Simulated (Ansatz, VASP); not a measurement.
**One calculation of SrO, two programs**

POSCAR

```
SrO
1.0
    0.0000000000      2.5282944794      2.5282944794
    2.5282944794      0.0000000000      2.5282944794
    2.5282944794      2.5282944794      0.0000000000
Sr O
1 1
Direct
    0.0000000000      0.0000000000      0.0000000000
    0.5000000000      0.5000000000      0.5000000000
```

INCAR.step1

```
SYSTEM = SrO
PREC = Accurate
ENCUT = 520
EDIFF = 1E-5
ISMEAR = 0
SIGMA = 0.01
LREAL = .FALSE.
LASPH = .TRUE.
NELM = 80
ALGO = Normal
ISIF = 2
LWAVE = .TRUE.
LCHARG = .FALSE.
GGA = PE
NBANDS = 15
```

The input INCAR.step2:

```
SYSTEM = SrO
PREC = Accurate
ENCUT = 520
EDIFF = 1E-7
ISMEAR = 0
SIGMA = 0.01
LREAL = .FALSE.
LASPH = .TRUE.
NELM = 80
ALGO = Normal
ISIF = 2
LWAVE = .FALSE.
LCHARG = .FALSE.
GGA = PE
LHFCALC = .TRUE.
HFSCREEN = 0.2079
PRECFOCK = Normal
ISTART = 1
NBANDS = 15
```

The input KPOINTS:

```
regular mesh
0
G
  6 6 6
  0 0 0
```

Input for Ansatz:

```yaml
crystal:
  lattice:
    - [0.0, 2.5282944794, 2.5282944794]
    - [2.5282944794, 0.0, 2.5282944794]
    - [2.5282944794, 2.5282944794, 0.0]
  atoms:
    - { symbol: Sr, position: [0.0, 0.0, 0.0] }
    - { symbol: O, position: [0.5, 0.5, 0.5] }
kpoints:
  mp_grid: { grid: [6, 6, 6] }
  band_path:
    path:
      - [0.0, 0.0, 0.0]
      - [0.5, 0.0, 0.5]
      - [0.625, 0.25, 0.625]
      - [0.375, 0.375, 0.75]
      - [0.5, 0.5, 0.5]
      - [0.5, 0.25, 0.75]
      - [0.0, 0.5, 0.5]
    npoints: 1
hamiltonian:
  xc: hse06
scf:
  occupations: { method: fixed }
  n_extra_bands: 4
output:
  forces: true
  stress: true
  eigenvalues: true
  write_density: true
  write_potential: true
  elf: true
  volumetric_format: npy
```

Change from the starting cell: hydrostatic strain -2.0%.

Alike in both runs: task single point; functional HSE06; k mesh 6 × 6 × 6; no spin polarisation.

```csv
,VASP,Ansatz
version,VASP 6.6.1,Ansatz 0.2.0
potentials or method,"VASP PAW PBE potentials, release 64 (Sr_sv, O)","plane waves, PAW"
plane-wave cutoff (eV),520,420
occupations,"gaussian, width 0.01 eV",fixed
valence electrons in the cell,16,16
```

|  | VASP | Ansatz | Ansatz less VASP |
| --- | --- | --- | --- |
| gap on the k mesh at the Fermi level (eV) | 4.72 | 4.78 | +0.058 |
| pressure (GPa) | 6.7 | 6.0 | -0.71 |

Ansatz's warnings: stress exchange threshold loose, stress scf threshold loose.
